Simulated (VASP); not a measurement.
# Al: single point with PBE

The system is Al.

```
CELL_PARAMETERS angstrom
-1.61751 1.61751 1.61751
1.61751 -1.61751 1.61751
3.23502 3.23502 0.00000
ATOMIC_POSITIONS crystal
Al 0.03525 0.88871 0.00000
Al 0.46475 0.61129 0.50000
```

This cell differs from its parent crystal: mode 1 frozen in at -0.335 Å and mode 5 at -0.123 Å (largest displacements).

- Program: VASP 6.6.1
- Task: single point
- Functional: PBE
- Potentials or basis: VASP PAW PBE potentials, release 64 (Al)
- Cutoff: 520 eV
- k mesh: 20 × 20 × 12
- Occupations: gaussian, width 0.15 eV
- Spin: no spin polarisation

```json
{
  "Pressure": "0.9 GPa",
  "Largest force": "0.278 eV/Å",
  "Band gap on the k mesh": "zero (band 3 reaches 12.62 eV, above the bottom of band 4 at 3.91 eV)"
}
```

Forces in eV/Å, atoms in the order of the input:
```
Al  -0.023  0.023  0.276
Al   0.023 -0.023 -0.276
```

Stress tensor (GPa, compression positive):
```
 2.28 -0.44 -0.13
-0.44  2.28  0.13
-0.13  0.13 -1.88
```

Levels at points of the mesh, in eV from the Fermi level:
```
           k point  band 1  band 2  band 3  band 4  band 5  band 6  band 7  band 8
(0.00, 0.00, 0.00)  -10.92   -4.22   -3.78    8.11    8.28    9.43   10.48   13.56
(0.50, 0.00, 0.00)   -5.83   -5.59    0.48    0.94    1.25    1.35    7.24    8.33
(0.00, 0.50, 0.00)   -6.07   -5.34   -0.07    1.07    1.50    1.67    7.16    8.51
(0.50, 0.50, 0.00)   -4.18   -3.91    1.97    2.05    2.46    2.55    3.02    4.62
(0.00, 0.00, 0.50)   -9.16   -9.16    4.21    4.21    9.38    9.38   10.07   10.07
(0.50, 0.00, 0.50)   -4.24   -4.24   -3.77   -3.77    8.01    8.01    8.72    8.72
(0.00, 0.50, 0.50)   -4.38   -4.38   -3.62   -3.62    8.17    8.17    8.48    8.48
(0.50, 0.50, 0.50)   -2.85   -2.85   -1.76   -1.76    3.49    3.49    5.26    5.26
```

Run time: 16 min on 1 thread of AMD EPYC 7R13, with other jobs on the host, peak memory 0.44 GiB.

Caveat: the cell differs from its parent crystal (mode 1 frozen in at -0.335 Å and mode 5 at -0.123 Å (largest displacements)).
